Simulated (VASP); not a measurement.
Crystal: MgAu3.

```
Mg Au
1.0
    -2.04104    2.04104    4.16010
     2.04104   -2.04104    4.16010
     2.04104    2.04104   -4.16010
Mg Au
1 3
Direct
  0.00000 0.00000 0.00000
  0.50000 0.50000 0.00000
  0.75000 0.25000 0.50000
  0.25000 0.75000 0.50000
```

Base run:

```yaml
Program: VASP 6.6.1
Functional: LDA
Potentials_or_basis: VASP PAW LDA potentials, release 64 (Mg, Au)
Cutoff: 600 eV
k_mesh: 7 × 7 × 7
Occupations: fermi-dirac, width 0.15 eV
Spin: no spin polarisation
```

Its results: band gap on the k mesh zero (an odd number of electrons rules out a gap without spin polarisation); pressure -6.9 GPa.

Question: The run is repeated on the same cell with these changes: k mesh from 7 × 7 × 7 to 3 × 3 × 3. What comes out?

Answer: Band gap on the k mesh zero (an odd number of electrons rules out a gap without spin polarisation); pressure -5.5 GPa.

Caveats: some runs use coarse meshes; spin-orbit coupling is left out, which moves the levels of the heavy elements; the cell stands under tension (at least some runs).
